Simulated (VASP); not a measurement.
Write the native input for VASP 6.6.1 that does the following.

* Task: single point
* Functional: HSE06
* Potentials or basis: VASP PAW PBE potentials, release 64 (Pd)
* Cutoff: 520 eV
* k mesh: 8 × 8 × 8
* Occupations: fermi-dirac, width 0.05 eV
* Spin: no spin polarisation
* Dipole correction: no
* Grid for exact exchange (PRECFOCK): Normal
* Further INCAR settings: ALGO = Normal; EDIFF = 1e-06; NBANDS = 11
* Share of exact exchange: 0.25
* Screening parameter: 0.2079 1/Å

Pd:

```
Pd
1.0
    -1.56173    1.56173    1.56173
     1.56173   -1.56173    1.56173
     1.56173    1.56173   -1.56173
Pd
1
Direct
  0.00000 0.00000 0.00000
```

This isn't the form of Pd at room conditions, which is fcc.

These files were run (other wordings do the same):

POSCAR

```
Pd
1.0
   -1.5617284606      1.5617284606      1.5617284606
    1.5617284606     -1.5617284606      1.5617284606
    1.5617284606      1.5617284606     -1.5617284606
Pd
1
Direct
    0.0000000000      0.0000000000      0.0000000000
```

INCAR.step1

```
  PREC = Accurate
  ENCUT = 520
  EDIFF = 1E-5
  ISMEAR = -1
  SIGMA = 0.05
  LREAL = F
  LASPH = T
  NELM = 60
  ALGO = Normal
  ISIF = 2
  LWAVE = T
  LCHARG = F
  NBANDS = 11
  GGA = PE
```

INCAR.step2

```
  PREC = Accurate
  ENCUT = 520
  EDIFF = 1E-6
  ISMEAR = -1
  SIGMA = 0.05
  LREAL = F
  LASPH = T
  NELM = 60
  ALGO = Normal
  ISIF = 2
  LWAVE = F
  LCHARG = F
  GGA = PE
  LHFCALC = T
  HFSCREEN = 0.2079
  PRECFOCK = Normal
  NBANDS = 11
  ISTART = 1
```

KPOINTS

```
regular mesh
0
Gamma
  8 8 8
```

Potentials or basis: VASP PAW PBE potentials, release 64 (Pd).

Run with:

```console
$ cat potpaw_PBE.64/Pd/POTCAR > POTCAR
$ cp INCAR.step1 INCAR
$ mpirun -np 1 vasp_std > vasp.out
$ cp INCAR.step2 INCAR
$ mpirun -np 1 vasp_std > vasp.out
```

Results of the run:

```
Pressure               : -1.7 GPa
Band gap on the k mesh : zero (bands 5 and 6 overlap by 2.21 eV)
```

Caveat: the PAW data sets were made with another functional, which shifts forces and pressure a little.

Wall time 51 min on 1 thread of Intel Xeon 8259CL, with other jobs on the host, peak memory 0.24 GiB.
